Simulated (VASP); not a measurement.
# MgCu31O16 (a cell with a defect) in VASP: single point with PBE

Aim: the single point of MgCu31O16 (a cell with a defect) with PBE.

Everything below comes from runs of VASP 6.6.1. Logs are shortened: lines on timing, memory, paths and dates and some standing lists are left out, and cuts for length are marked.

**1. The cell of the first run**

The cell holds a defect, 48 atoms: a = 8.520 Å, b = 8.520 Å, c = 8.520 Å, α = 90.00°, β = 90.00°, γ = 90.00°.

**2. Single point, PBE**

INCAR reads:

```
ALGO = Fast ; EDIFF = 1E-7
ENCUT = 520 ; GGA = PE
ISIF = 2 ; ISMEAR = -1
LASPH = True ; LCHARG = True
LELF = True ; LREAL = Auto
LVHAR = True ; LWAVE = False
NBANDS = 250 ; NELECT = 438.0
NELM = 100 ; PREC = Accurate
SIGMA = 0.01
```

KPOINTS reads:

```
k-points
0
Gamma
  2 2 2
```

POSCAR reads:

```
MgCu31O16
1.0
    8.5200000000      0.0000000000      0.0000000000
    0.0000000000      8.5200000000      0.0000000000
    0.0000000000      0.0000000000      8.5200000000
Mg Cu O
1 31 16
Direct
    0.1250000000      0.1250000000      0.1250000000
    0.1250000000      0.1250000000      0.6250000000
    0.1250000000      0.6250000000      0.1250000000
    0.1250000000      0.6250000000      0.6250000000
    0.6250000000      0.1250000000      0.1250000000
    0.6250000000      0.1250000000      0.6250000000
    0.6250000000      0.6250000000      0.1250000000
    0.6250000000      0.6250000000      0.6250000000
    0.1301953594      0.3792847882      0.3792847882
    0.1250000000      0.3756023648      0.8743976352
    0.1250000000      0.8743976352      0.3756023648
    0.1198046406      0.8707152118      0.8707152118
    0.6273464989      0.3759165020      0.3759165020
    0.6250000000      0.3761139833      0.8738860167
    0.6250000000      0.8738860167      0.3761139833
    0.6226535011      0.8740834980      0.8740834980
    0.3792847882      0.3792847882      0.1301953594
    0.3759165020      0.3759165020      0.6273464989
    0.3756023648      0.8743976352      0.1250000000
    0.3761139833      0.8738860167      0.6250000000
    0.8743976352      0.3756023648      0.1250000000
    0.8738860167      0.3761139833      0.6250000000
    0.8707152118      0.8707152118      0.1198046406
    0.8740834980      0.8740834980      0.6226535011
    0.3792847882      0.1301953594      0.3792847882
    0.3756023648      0.1250000000      0.8743976352
    0.3759165020      0.6273464989      0.3759165020
    0.3761139833      0.6250000000      0.8738860167
    0.8743976352      0.1250000000      0.3756023648
    0.8707152118      0.1198046406      0.8707152118
    0.8738860167      0.6250000000      0.3761139833
    0.8740834980      0.6226535011      0.8740834980
   -0.0034896772     -0.0034896772     -0.0034896772
    0.0003700342      0.0003700342      0.4987885567
    0.0003700342      0.4987885567      0.0003700342
   -0.0005406487      0.5007687604      0.5007687604
    0.4987885567      0.0003700342      0.0003700342
    0.5007687604     -0.0005406487      0.5007687604
    0.5007687604      0.5007687604     -0.0005406487
    0.4998452601      0.4998452601      0.4998452601
    0.2534896772      0.2534896772      0.2534896772
    0.2496299658      0.2496299658      0.7512114433
    0.2496299658      0.7512114433      0.2496299658
    0.2505406487      0.7492312396      0.7492312396
    0.7512114433      0.2496299658      0.2496299658
    0.7492312396      0.2505406487      0.7492312396
    0.7492312396      0.7492312396      0.2505406487
    0.7501547399      0.7501547399      0.7501547399
```

Potentials or basis: VASP PAW PBE potentials, release 64 (Mg, Cu, O).

Run with:

```bash
> cat potpaw_PBE.64/Mg/POTCAR potpaw_PBE.64/Cu/POTCAR potpaw_PBE.64/O/POTCAR > POTCAR
> mpirun -np 1 vasp_std > vasp.out
```

OUTCAR:

```text
EDIFF = 1E-7
   ENCUT = 520
   GGA = PE
   ISIF = 2
   ISMEAR = -1
   LASPH = True
   LREAL = Auto
   NELECT = 438.0
   NELM = 100
   PREC = Accurate

 ion  position               nearest neighbor table
   1  0.125  0.125  0.125-  33 1.90  41 1.90  19 3.02  21 3.02  26 3.02  29 3.02  10 3.02  11 3.02
                            12 3.06  30 3.06  25 3.06   9 3.06  17 3.06  23 3.06
   2  0.125  0.125  0.625-  34 1.85  42 1.85
   3  0.125  0.625  0.125-  35 1.85  43 1.85
   4  0.125  0.625  0.625-  36 1.84  44 1.84
   5  0.625  0.125  0.125-  37 1.85  45 1.85
   6  0.625  0.125  0.625-  38 1.84  46 1.84
   7  0.625  0.625  0.125-  39 1.84  47 1.84
   8  0.625  0.625  0.625-  40 1.85  48 1.85
   9  0.130  0.379  0.379-  36 1.84  41 1.84   1 3.06
  10  0.125  0.376  0.874-  42 1.84  35 1.84   1 3.02
  11  0.125  0.874  0.376-  34 1.84  43 1.84   1 3.02
  12  0.120  0.871  0.871-  44 1.84  33 1.84   1 3.06
  13  0.627  0.376  0.376-  40 1.85  45 1.85
  14  0.625  0.376  0.874-  39 1.84  46 1.84
  15  0.625  0.874  0.376-  38 1.84  47 1.84
  16  0.623  0.874  0.874-  48 1.85  37 1.85
  17  0.379  0.379  0.130-  39 1.84  41 1.84   1 3.06
  18  0.376  0.376  0.627-  40 1.85  42 1.85
  19  0.376  0.874  0.125-  37 1.84  43 1.84   1 3.02
  20  0.376  0.874  0.625-  38 1.84  44 1.84
  21  0.874  0.376  0.125-  35 1.84  45 1.84   1 3.02
  22  0.874  0.376  0.625-  36 1.84  46 1.84
  23  0.871  0.871  0.120-  47 1.84  33 1.84   1 3.06
  24  0.874  0.874  0.623-  48 1.85  34 1.85
  25  0.379  0.130  0.379-  38 1.84  41 1.84   1 3.06
  26  0.376  0.125  0.874-  42 1.84  37 1.84   1 3.02
  27  0.376  0.627  0.376-  40 1.85  43 1.85
  28  0.376  0.625  0.874-  39 1.84  44 1.84
  29  0.874  0.125  0.376-  34 1.84  45 1.84   1 3.02
  30  0.871  0.120  0.871-  46 1.84  33 1.84   1 3.06
  31  0.874  0.625  0.376-  36 1.84  47 1.84
  32  0.874  0.623  0.874-  48 1.85  35 1.85
  33  0.997  0.997  0.997-  12 1.84  23 1.84  30 1.84   1 1.90
  34  0.000  0.000  0.499-  11 1.84  29 1.84   2 1.85  24 1.85
  35  0.000  0.499  0.000-  21 1.84  10 1.84   3 1.85  32 1.85
  36  0.999  0.501  0.501-   9 1.84   4 1.84  22 1.84  31 1.84
  37  0.499  0.000  0.000-  19 1.84  26 1.84   5 1.85  16 1.85
  38  0.501  0.999  0.501-  25 1.84   6 1.84  20 1.84  15 1.84
[... 8 lines left out ...]
  47  0.749  0.749  0.251-  23 1.84   7 1.84  15 1.84  31 1.84
  48  0.750  0.750  0.750-  16 1.85  24 1.85  32 1.85   8 1.85

  LATTYP: Found a simple cubic cell.
 ALAT       =     8.5200000000

  Lattice vectors:

 A1 = (   8.5200000000,   0.0000000000,   0.0000000000)
 A2 = (   0.0000000000,   8.5200000000,   0.0000000000)
 A3 = (   0.0000000000,   0.0000000000,   8.5200000000)

Analysis of symmetry for initial positions (statically):
=====================================================================
 Subroutine PRICEL returns:
 Original cell was already a primitive cell.

 Routine SETGRP: Setting up the symmetry group for a
 simple cubic supercell.

 Subroutine GETGRP returns: Found 12 space group operations
 (whereof  6 operations were pure point group operations)
 out of a pool of 48 trial point group operations.

The static configuration has the point symmetry C_3v.
 The point group associated with its full space group is D_3d.

Analysis of symmetry for dynamics (positions and initial velocities):
=====================================================================
 Subroutine PRICEL returns:
 Original cell was already a primitive cell.

 Routine SETGRP: Setting up the symmetry group for a
 simple cubic supercell.

 Subroutine GETGRP returns: Found 12 space group operations
 (whereof  6 operations were pure point group operations)
 out of a pool of 48 trial point group operations.

The dynamic configuration has the point symmetry C_3v.
 The point group associated with its full space group is D_3d.

 Subroutine INISYM returns: Found 12 space group operations
 (whereof  6 operations are pure point group operations),
 and found     1 'primitive' translations

----------------------------------------------------------------------------------------

                                     Primitive cell

  volume of cell :     618.4702

  direct lattice vectors                    reciprocal lattice vectors
     8.520000000  0.000000000  0.000000000     0.117370892  0.000000000  0.000000000
     0.000000000  8.520000000  0.000000000     0.000000000  0.117370892  0.000000000
     0.000000000  0.000000000  8.520000000     0.000000000  0.000000000  0.117370892

  length of vectors
     8.520000000  8.520000000  8.520000000     0.117370892  0.117370892  0.117370892

  position of ions in fractional coordinates (direct lattice)
     0.125000000  0.125000000  0.125000000
     0.125000000  0.125000000  0.625000000
     0.125000000  0.625000000  0.125000000
     0.125000000  0.625000000  0.625000000
     0.625000000  0.125000000  0.125000000
     0.625000000  0.125000000  0.625000000
[... 40 lines left out ...]
     0.749231240  0.749231240  0.250540649
     0.750154740  0.750154740  0.750154740

  ion indices of the primitive-cell ions
   primitive index   ion index
                 1           1
                 2           2
                 3           3
                 4           4
                 5           5
                 6           6
[... 40 lines left out ...]
                47          47
                48          48

----------------------------------------------------------------------------------------

 KPOINTS: k-points

Automatic generation of k-mesh.
 Grid dimensions read from file:
 generate k-points for:    2    2    2

 Generating k-lattice:

  Cartesian coordinates                     Fractional coordinates (reciprocal lattice)
     0.058685446  0.000000000  0.000000000     0.500000000  0.000000000  0.000000000
     0.000000000  0.058685446  0.000000000     0.000000000  0.500000000  0.000000000
     0.000000000  0.000000000  0.058685446     0.000000000  0.000000000  0.500000000

  Length of vectors
     0.058685446  0.058685446  0.058685446

  Shift w.r.t. Gamma in fractional coordinates (k-lattice)
     0.000000000  0.000000000  0.000000000

 Subroutine IBZKPT returns following result:
 ===========================================

 Found      4 irreducible k-points:

 Following reciprocal coordinates:
            Coordinates               Weight
  0.000000  0.000000  0.000000      1.000000
  0.500000  0.000000  0.000000      3.000000
  0.500000  0.500000  0.000000      3.000000
  0.500000  0.500000  0.500000      1.000000
   k-points           NKPTS =      4   k-points in BZ     NKDIM =      4   number of bands    NBANDS=    250
   number of dos      NEDOS =    301   number of ions     NIONS =     48
   total plane-waves  NPLWV = 262144
   dimension x,y,z NGX =    64 NGY =   64 NGZ =   64
   dimension x,y,z NGXF=   128 NGYF=  128 NGZF=  128
   ions per type =               1  31  16
   NGX,Y,Z   is equivalent  to a cutoff of  12.49, 12.49, 12.49 a.u.
   NGXF,Y,Z  is equivalent  to a cutoff of  24.98, 24.98, 24.98 a.u.
 SYSTEM =  unknown system
   PREC   = accura    normal or accurate (medium, high low for compatibility)
   ISTART =      0    job   : 0-new  1-cont  2-samecut
   ICHARG =      2    charge: 1-file 2-atom 10-const
   ISPIN  =      1    spin polarized calculation?
   LNONCOLLINEAR =      F non collinear calculations
   LSORBIT =      F    spin-orbit coupling
   LASPH  =      T    aspherical Exc in radial PAW
   ENCUT  =  520.0 eV  38.22 Ry    6.18 a.u.  15.84 15.84 15.84*2*pi/ulx,y,z
   NELM   =    100;   NELMIN=  2; NELMDL= -5     # of ELM steps
   EDIFF  = 0.1E-06   stopping-criterion for ELM
   LREAL  =      T    real-space projection
   EDIFFG = 0.1E-05   stopping-criterion for IOM
   NSW    =      0    number of steps for IOM
   IBRION =     -1    ionic relax: 0-MD 1-quasi-New 2-CG
   NFREE  =      0    steps in history (QN), initial steepest desc. (CG)
   ISIF   =      2    stress and relaxation
   ISYM   =      2    0-nonsym 1-usesym 2-fastsym
   POTIM  = 0.5000    time-step for ionic-motion
   TEBEG  =    0.0;   TEEND  =   0.0 temperature during run
   PSTRESS=    0.0 pullay stress
   NELECT =     438.0000    total number of electrons
   NUPDOWN=      -1.0000    fix difference up-down
   EMIN   =  10.00;   EMAX   =-10.00  energy-range for DOS
   EFERMI =   0.00;   METHOD = LEGACY
   ISMEAR =    -1;   SIGMA  =   0.01  broadening in eV -4-tet -1-fermi 0-gaus
   EFERMI_NEDOS =   21; number of points for ismear=-14 and -15
   IALGO  =     68    algorithm
   IMIX   =      4    mixing-type and parameters
     AMIX     =   0.40;   BMIX     =  1.00
     AMIX_MAG =   1.60;   BMIX_MAG =  1.00
  volume/ion in A,a.u.               =      12.88        86.95
  Fermi-wavevector in a.u.,A,eV,Ry     =   1.459240  2.757563 28.971977  2.129380
  Thomas-Fermi vector in A             =   2.575830
   LORBIT       =      0    0 simple, 1 ext, 2 COOP (PROOUT), +10 PAW based schemes
   GGA     = PE    functional components
   LHFCALC =     F    Hartree Fock is set to
   AEXX    =    0.0000 exact exchange contribution
   IVDW    =     0    specifies the selected vdW correction
   LEPSILON=     F    determine dielectric tensor
   LRPA    =     F    only Hartree local field effects (RPA)
 non-spin polarized calculation
 RMM-DIIS sequential band-by-band and
  energy-cutoff  :      520.00
  volume of cell :      618.47
 maximum number of plane-waves:     16663
 NGX is ok and might be reduce to    64
   NGX = 31   NGY = 31   NGZ = 31

 number of electron     438.0000379 magnetization

 Free energy of the ion-electron system (eV)
  ---------------------------------------------------
  ext. energy  EPLUGINS =         0.00000000
  ---------------------------------------------------
  free energy    TOTEN  =      -222.59446133 eV

  energy without entropy =     -222.59446133  energy(sigma->0) =     -222.59446133

 E-fermi :   4.9748     XC(G=0): -10.9789

 val. band max:        4.7396087711   @ k =   0.0000   0.0000   0.0000
 cond. band min:       5.2221306782   @ k =   0.0000   0.0000   0.0000
 fundamental gap:      0.4825219071
 Fermi energy:         4.9748030775

 k-point     1 :       0.0000    0.0000    0.0000
  band No.  band energies     occupation
      1     -15.3899      2.00000
      2     -15.1952      2.00000
      3     -15.0805      2.00000
      4     -15.0805      2.00000
      5     -15.0696      2.00000
      6     -15.0696      2.00000
[... 925 lines left out ...]
    230       7.7251      0.00000
    231       7.8817      0.00000
 [bands above 231 left out]

------------------------ aborting loop because EDIFF is reached ----------------------------------------

  FORCE on cell =-STRESS in cart. coord.  units (eV):
  Direction    XX          YY          ZZ          XY          YZ          ZX
  --------------------------------------------------------------------------------------
  -------------------------------------------------------------------------------------
  Total        7.7293011      7.7293011      7.7293011      0.3264427      0.3264427      0.3264427
  in kB       20.0231325     20.0231325     20.0231325      0.8456657      0.8456657      0.8456657
  external PRESSURE =      20.0231325 kB  Pullay stress =       0.0000000 kB

 VOLUME and BASIS-vectors are now :
 -----------------------------------------------------------------------------
  energy-cutoff  :      520.00
  volume of cell :      618.47
      direct lattice vectors                 reciprocal lattice vectors
     8.520000000  0.000000000  0.000000000     0.117370892  0.000000000  0.000000000
     0.000000000  8.520000000  0.000000000     0.000000000  0.117370892  0.000000000
     0.000000000  0.000000000  8.520000000     0.000000000  0.000000000  0.117370892

 POSITION                                       TOTAL-FORCE (eV/Angst)
 -----------------------------------------------------------------------------------
      1.06500      1.06500      1.06500         0.000000      0.000000     -0.000000
      1.06500      1.06500      5.32500         0.000000      0.000000      0.000000
      1.06500      5.32500      1.06500         0.000000      0.000000      0.000000
      1.06500      5.32500      5.32500         0.000000      0.000000     -0.000000
      5.32500      1.06500      1.06500         0.000000      0.000000     -0.000000
      5.32500      1.06500      5.32500         0.000000      0.000000     -0.000000
[... 40 lines left out ...]
      6.38345      6.38345      2.13461         0.001332      0.001332     -0.002129
      6.39132      6.39132      6.39132        -0.002849     -0.002849     -0.002849
 -----------------------------------------------------------------------------------
    total drift:                                0.000000      0.000000      0.000000

  FREE ENERGIE OF THE ION-ELECTRON SYSTEM (eV)
  ---------------------------------------------------
  free  energy   TOTEN  =      -222.5944613323 eV

  energy  without entropy=     -222.5944613323  energy(sigma->0) =     -222.59446133
```

Wall time 13 min (1 thread of Intel Xeon 6975P-C (Granite Rapids), shared host); peak memory 0.81 GiB.

Results:

```yaml
Free_energy: -222.5945 eV
Largest_force: 0.101 eV/Å
```

Forces on the atoms (eV/Å):
```
Mg   0.000  0.000  0.000
Cu   0.000  0.000  0.000
Cu   0.000  0.000  0.000
Cu   0.000  0.000  0.000
Cu   0.000  0.000  0.000
Cu   0.000  0.000  0.000
Cu   0.000  0.000  0.000
Cu   0.000  0.000  0.000
Cu  -0.002  0.005  0.005
Cu   0.000  0.000  0.000
Cu   0.000  0.000  0.000
Cu   0.002 -0.005 -0.005
Cu  -0.005  0.002  0.002
Cu   0.000  0.001 -0.001
Cu   0.000 -0.001  0.001
Cu   0.005 -0.002 -0.002
Cu   0.005  0.005 -0.002
Cu   0.002  0.002 -0.005
Cu   0.000  0.000  0.000
Cu   0.001 -0.001  0.000
Cu   0.000  0.000  0.000
Cu  -0.001  0.001  0.000
Cu  -0.005 -0.005  0.002
Cu  -0.002 -0.002  0.005
Cu   0.005 -0.002  0.005
Cu   0.000  0.000  0.000
Cu   0.002 -0.005  0.002
Cu   0.001  0.000 -0.001
Cu   0.000  0.000  0.000
Cu  -0.005  0.002 -0.005
Cu  -0.001  0.000  0.001
Cu  -0.002  0.005 -0.002
O    0.058  0.058  0.058
O    0.003  0.003 -0.002
O    0.003 -0.002  0.003
O    0.002 -0.001 -0.001
O   -0.002  0.003  0.003
O   -0.001  0.002 -0.001
O   -0.001 -0.001  0.002
O    0.003  0.003  0.003
O   -0.058 -0.058 -0.058
O   -0.003 -0.003  0.002
O   -0.003  0.002 -0.003
O   -0.002  0.001  0.001
O    0.002 -0.003 -0.003
O    0.001 -0.002  0.001
O    0.001  0.001 -0.002
O   -0.003 -0.003 -0.003
```

Caveat: the cell carries a net charge on a neutralising background, which shifts energy and pressure; the cell is charged against a uniform background, so pressure and absolute levels hang on convention.
